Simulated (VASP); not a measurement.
A run of VASP 6.6.1:

The input INCAR:

```
SYSTEM = GaP
ALGO = Normal
EDIFF = 1E-7
ENCUT = 520
ISIF = 2
ISMEAR = -1
LASPH = .True.
LCHARG = .False.
LREAL = .False.
LWAVE = .False.
NBANDS = 16
NELM = 60
PREC = Accurate
SIGMA = 0.02
```

KPOINTS

```
k-points
0
Gamma
  8 8 8
  0 0 0
```

Contents of POSCAR:

```
GaP
1.0
    0.0000000000      2.6957401099      2.6957401099
    2.6957401099      0.0000000000      2.6957401099
    2.6957401099      2.6957401099      0.0000000000
Ga P
1 1
Direct
    0.0000000000      0.0000000000      0.0000000000
    0.2500000000      0.2500000000      0.2500000000
```

Potentials or basis: VASP PAW LDA potentials, release 64 (Ga_d, P).

Command:

```bash
$ cat potpaw_LDA.64/Ga_d/POTCAR potpaw_LDA.64/P/POTCAR > POTCAR
$ mpirun -np 1 vasp_std > vasp.out
```

Hardware: 1 thread of AMD EPYC 9R45 96-Core Processor (Zen 5), with other jobs on the host.

Estimate the wall time of this run.

It took 9.5 s on 1 thread of AMD EPYC 9R45 96-Core Processor (Zen 5), with other jobs on the host, peak memory 0.11 GiB. Counts: scf iterations 13, k points 29.
